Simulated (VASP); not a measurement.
# MgB2 (P6/mmm) in VASP: further runs

The runs below take MgB2 through single point, with PBEsol.

Program: VASP 6.6.1. These are calculated values, not measurements. Logs are shortened: lines on timing, memory, paths and dates and some standing lists are left out, and cuts for length are marked.

### 1 The cell of the first run

Symmetry: P6/mmm, No. 191, hexagonal system. Conventional cell: a = 3.183 Å, b = 3.183 Å, c = 3.741 Å, α = 90.00°, β = 90.00°, γ = 120.00°. Within 3.5 Å of Mg (site symmetry 6/mmm) lie 12 B at 2.62 Å and 6 Mg at 3.18 Å. B (site symmetry -6m2) has 3 B at 1.84 Å within 2.4 Å.

### 2 Single point, PBEsol (strained)

Input file INCAR:

```
SYSTEM = MgB2
PREC     = Accurate       ! precision mode
ENCUT    = 520            ! plane-wave cutoff, eV
EDIFF    = 1E-6           ! SCF threshold, eV
ISMEAR   = 0              ! smearing method
SIGMA    = 0.1            ! smearing width, eV
LREAL    = .False.        ! projectors in reciprocal space
LASPH    = .True.         ! aspherical terms in the spheres
NELM     = 80             ! most SCF steps
ALGO     = Normal         ! electronic algorithm
ISIF     = 2              ! what is computed and relaxed
LWAVE    = .False.        ! write WAVECAR
LCHARG   = .False.        ! write CHGCAR
GGA      = PS             ! functional
NBANDS   = 11             ! bands
```

Input file KPOINTS:

```
regular mesh
0
Gamma
  15 15 12
  0 0 0
```

Input file POSCAR:

```
MgB2
1.0
    3.1832579780      0.0000000000      0.0000000000
   -1.5916289890      2.7567822757      0.0000000000
    0.0000000000      0.0000000000      3.7408975500
Mg B
1 2
Direct
    0.0000000000      0.0000000000      0.0000000000
    0.3333333333      0.6666666667      0.5000000000
    0.6666666667      0.3333333333      0.5000000000
```

Potentials or basis: VASP PAW PBE potentials, release 64 (Mg, B).

Command:

```bash
> cat potpaw_PBE.64/Mg/POTCAR potpaw_PBE.64/B/POTCAR > POTCAR
> mpirun -np 1 vasp_std > vasp.out
```

OUTCAR:

```text
SYSTEM = MgB2
   PREC = Accurate
   ENCUT = 520
   EDIFF = 1E-6
   ISMEAR = 0
   LREAL = .False.
   LASPH = .True.
   NELM = 80
   ISIF = 2
   GGA = PS

 ion  position               nearest neighbor table
   1  0.000  0.000  0.000-   2 2.62   3 2.62   2 2.62   3 2.62   2 2.62   2 2.62   3 2.62   3 2.62
                             3 2.62   3 2.62   2 2.62   2 2.62
   2  0.333  0.667  0.500-   3 1.84   3 1.84   3 1.84   1 2.62   1 2.62   1 2.62   1 2.62   1 2.62
                             1 2.62
   3  0.667  0.333  0.500-   2 1.84   2 1.84   2 1.84   1 2.62   1 2.62   1 2.62   1 2.62   1 2.62
                             1 2.62

  LATTYP: Found a hexagonal cell.
 ALAT       =     3.1832579780
 C/A-ratio  =     1.1751788815

  Lattice vectors:

 A1 = (   3.1832579780,   0.0000000000,   0.0000000000)
 A2 = (  -1.5916289890,   2.7567822757,   0.0000000000)
 A3 = (   0.0000000000,   0.0000000000,   3.7408975500)

Analysis of symmetry for initial positions (statically):
=====================================================================
 Subroutine PRICEL returns:
 Original cell was already a primitive cell.

 Routine SETGRP: Setting up the symmetry group for a
 hexagonal supercell.

 Subroutine GETGRP returns: Found 24 space group operations
 (whereof 24 operations were pure point group operations)
 out of a pool of 24 trial point group operations.

The static configuration has the point symmetry D_6h.

Analysis of symmetry for dynamics (positions and initial velocities):
=====================================================================
 Subroutine PRICEL returns:
 Original cell was already a primitive cell.

 Routine SETGRP: Setting up the symmetry group for a
 hexagonal supercell.

 Subroutine GETGRP returns: Found 24 space group operations
 (whereof 24 operations were pure point group operations)
 out of a pool of 24 trial point group operations.

The dynamic configuration has the point symmetry D_6h.

 Subroutine INISYM returns: Found 24 space group operations
 (whereof 24 operations are pure point group operations),
 and found     1 'primitive' translations

----------------------------------------------------------------------------------------

                                     Primitive cell

  volume of cell :      32.8284

  direct lattice vectors                    reciprocal lattice vectors
     3.183257978  0.000000000  0.000000000     0.314143562  0.181370870  0.000000000
    -1.591628989  2.756782276  0.000000000     0.000000000  0.362741740  0.000000000
     0.000000000  0.000000000  3.740897550     0.000000000  0.000000000  0.267315527

  length of vectors
     3.183257978  3.183257978  3.740897550     0.362741740  0.362741740  0.267315527

[... 91 lines left out ...]
   TEBEG  =    0.0;   TEEND  =   0.0 temperature during run
   PSTRESS=    0.0 pullay stress
   NELECT =       8.0000    total number of electrons
   NUPDOWN=      -1.0000    fix difference up-down
   EMIN   =  10.00;   EMAX   =-10.00  energy-range for DOS
   EFERMI =   0.00;   METHOD = LEGACY
   ISMEAR =     0;   SIGMA  =   0.10  broadening in eV -4-tet -1-fermi 0-gaus
   EFERMI_NEDOS =   21; number of points for ismear=-14 and -15
   IALGO  =     38    algorithm
   IMIX   =      4    mixing-type and parameters
     AMIX     =   0.40;   BMIX     =  1.00
     AMIX_MAG =   1.60;   BMIX_MAG =  1.00
  volume/ion in A,a.u.               =      10.94        73.85
  Fermi-wavevector in a.u.,A,eV,Ry     =   1.022558  1.932355 14.226601  1.045626
  Thomas-Fermi vector in A             =   2.156244
   LORBIT       =      0    0 simple, 1 ext, 2 COOP (PROOUT), +10 PAW based schemes
   GGA     = PS    functional components
   LHFCALC =     F    Hartree Fock is set to
   AEXX    =    0.0000 exact exchange contribution
   IVDW    =     0    specifies the selected vdW correction
   LEPSILON=     F    determine dielectric tensor
   LRPA    =     F    only Hartree local field effects (RPA)
 non-spin polarized calculation
 Gauss-broadening in eV      SIGMA  =   0.10
  energy-cutoff  :      520.00
  volume of cell :       32.83
 maximum number of plane-waves:       900
 NGX is ok and might be reduce to    24
   NGX = 11   NGY = 11   NGZ = 13

 number of electron       8.0000000 magnetization

 Free energy of the ion-electron system (eV)
  ---------------------------------------------------
  ext. energy  EPLUGINS =         0.00000000
  ---------------------------------------------------
  free energy    TOTEN  =       -15.97640622 eV

  energy without entropy =      -15.97305907  energy(sigma->0) =      -15.97473265

 E-fermi :   4.3935     XC(G=0): -10.5087

 val. band max:        4.3724871034   @ k =   0.3333   0.1333   0.5000
 cond. band min:       4.4018822649   @ k =   0.4667   0.0000   0.0000
 fundamental gap:      0.0293951615
 Fermi energy:         4.3934741907

 k-point     1 :       0.0000    0.0000    0.0000
  band No.  band energies     occupation
      1      -7.3150      2.00000
      2       1.4373      2.00000
      3       4.8129      0.00000
      4       4.8129      0.00000
      5       5.2577      0.00000
      6      10.4344      0.00000
      7      10.4344      0.00000
      8      11.6366      0.00000
      9      13.4860      0.00000
     10      16.0509      0.00000
     11      19.3013      0.00000
[... 309 lines left out ...]
 k-point    24 :       0.4000    0.2000    0.0000
  band No.  band energies     occupation
      1      -3.2579      2.00000
      2      -2.5218      2.00000
      3       0.3304      2.00000
      4       5.0332      0.00000
      5       6.8060      0.00000
      6       9.1295      0.00000
      7       9.7983      0.00000
      8      11.2513      0.00000
      9      12.8523      0.00000
     10      14.7842      0.00000
     11      16.9534      0.00000

 [... further k-points ...]
[... 5 lines left out ...]
  --------------------------------------------------------------------------------------
  -------------------------------------------------------------------------------------
  Total       -3.4190069     -3.4190069     -3.2658779     -0.0000000     -0.0000000     -0.0000000
  in kB     -166.8631492   -166.8631492   -159.3897545     -0.0000000     -0.0000000     -0.0000000
  external PRESSURE =    -164.3720176 kB  Pullay stress =       0.0000000 kB

 VOLUME and BASIS-vectors are now :
 -----------------------------------------------------------------------------
  energy-cutoff  :      520.00
  volume of cell :       32.83
      direct lattice vectors                 reciprocal lattice vectors
     3.183257978  0.000000000  0.000000000     0.314143562  0.181370870  0.000000000
    -1.591628989  2.756782276  0.000000000     0.000000000  0.362741740  0.000000000
     0.000000000  0.000000000  3.740897550     0.000000000  0.000000000  0.267315527

 POSITION                                       TOTAL-FORCE (eV/Angst)
 -----------------------------------------------------------------------------------
      0.00000      0.00000      0.00000        -0.000000      0.000000      0.000000
     -0.00000      1.83785      1.87045         0.000000      0.000000      0.000000
      1.59163      0.91893      1.87045        -0.000000      0.000000     -0.000000
 -----------------------------------------------------------------------------------
    total drift:                                0.000000     -0.000000      0.000000

  FREE ENERGIE OF THE ION-ELECTRON SYSTEM (eV)
  ---------------------------------------------------
  free  energy   TOTEN  =       -15.9764062234 eV

  energy  without entropy=      -15.9730590680  energy(sigma->0) =      -15.97473265
```

stdout:

```text
POSCAR found type information on POSCAR MgB
 POSCAR found :  2 types and       3 ions
 scaLAPACK will be used
 -----------------------------------------------------------------------------
|                                                                             |
|                                                                             |
|     You enforced a specific xc type in the INCAR file but a different       |
|     I HOPE YOU KNOW WHAT YOU ARE DOING!                                     |
|                                                                             |
 -----------------------------------------------------------------------------

 LDA part: xc-table for (Slater+PW92), standard interpolation
 POSCAR, INCAR and KPOINTS ok, starting setup
 FFT: planning ... GRIDC
 FFT: planning ... GRID_SOFT
 FFT: planning ... GRID
 WAVECAR not read
 entering main loop
```

It took 43 s on 1 thread of Intel Xeon Platinum 8488C (Sapphire Rapids), shared host; peak memory 0.2 GiB.

Results:

```
Free energy            : -15.9764 eV
Pressure               : -16.4 GPa
Band gap on the k mesh : zero (band 4 reaches 5.97 eV, above the bottom of band 5 at 2.62 eV)
```

Stress tensor (GPa, compression positive):
```
-16.69   0.00   0.00
  0.00 -16.69   0.00
  0.00   0.00 -15.94
```

Caveat: the cell differs from its parent crystal (strained); the PAW data sets were made with another functional, which shifts forces and pressure a little.

### 3 Single point, PBEsol (strained)

Input file INCAR:

```
PREC = Accurate
ENCUT = 520
EDIFF = 1E-7
ISMEAR = 0
SIGMA = 0.1
LREAL = F
LASPH = T
NELM = 60
ALGO = Normal
ISIF = 2
LWAVE = F
LCHARG = T
GGA = PS
LELF = T
LVHAR = T
NBANDS = 11
```

Input file KPOINTS:

```
regular mesh
0
Gamma
  15 15 12
```

Input file POSCAR:

```
MgB2
1.0
    3.1730774757      0.0000000000      0.0000000000
   -1.5865387379      2.7479657021      0.0000000000
    0.0000000000      0.0000000000      3.8349616500
Mg B
1 2
Direct
    0.0000000000      0.0000000000      0.0000000000
    0.3333333333      0.6666666667      0.5000000000
    0.6666666667      0.3333333333      0.5000000000
```

Potentials or basis: VASP PAW PBE potentials, release 64 (Mg, B).

Command:

```bash
> cat potpaw_PBE.64/Mg/POTCAR potpaw_PBE.64/B/POTCAR > POTCAR
> mpirun -np 1 vasp_std > vasp.out
```

Run time: 43 s. Hardware: 1 thread of Intel Xeon Platinum 8488C (Sapphire Rapids), shared host; peak memory 0.2 GiB.

Results (log left out):

```yaml
Free_energy: -15.9027 eV
Pressure: -17.0 GPa
Band_gap_on_the_k_mesh: zero (band 4 reaches 5.76 eV, above the bottom of band 5 at 2.59 eV)
```

Stress tensor (GPa, compression positive):
```
-15.03   0.00   0.00
  0.00 -15.03   0.00
  0.00   0.00 -20.91
```

Levels at points of the mesh, in eV from the Fermi level:
| k point | band 2 | band 3 | band 4 | band 5 | band 6 | band 7 |
| --- | --- | --- | --- | --- | --- | --- |
| (0.00, 0.00, 0.00) | -3.21 | 0.34 | 0.48 | 0.48 | 6.19 | 6.19 |
| (0.00, 0.00, 0.50) | -7.00 | 0.72 | 0.72 | 6.49 | 6.49 | 7.44 |

Caveat: the cell differs from its parent crystal (strained); the PAW data sets were made with another functional, which shifts forces and pressure a little.
